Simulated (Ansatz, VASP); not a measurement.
# Si: VASP beside Ansatz

```
Si
1.0
     0.08146    2.75620    2.75620
     2.75620    0.08146    2.75620
     2.75620    2.75620    0.08146
Si
2
Cartesian
  2.7969 2.7969 2.7969
  4.1954 4.1954 4.1954
```

Change from the starting cell: equal xy, yz and zx shear strains of +3 %, PAW files.

Alike in both runs: task electric field gradients; functional PBE; k mesh 11 × 11 × 11; occupations fermi-dirac, width 0.08 eV; no spin polarisation.

|  | VASP | Ansatz |
| --- | --- | --- |
| version | VASP 6.6.1 | Ansatz 0.2.0 |
| potentials or method | VASP PAW PBE potentials, release 64 (Si) | PAW with Ansatz's default frozen-core files, scalar-relativistic |
| plane-wave cutoff (eV) | 520 | 420 |
| valence electrons in the cell | 8 | 8 |

|  | VASP | Ansatz | Ansatz less VASP |
| --- | --- | --- | --- |
| pressure (GPa) | 2.2 | 2.3 | +0.08 |
| traceless stress, the component that is largest in VASP (GPa) | -2.97 | -2.96 | +0.009 |
| rms of the force components (eV/Å) | 0.258 | 0.260 | +0.0018 |
| size of Vzz on the site where it differs most (V/Å²) | 11.9 | 11.5 | -0.35 |

Atom by atom the forces differ by 0.002 eV/Å (rms over components).
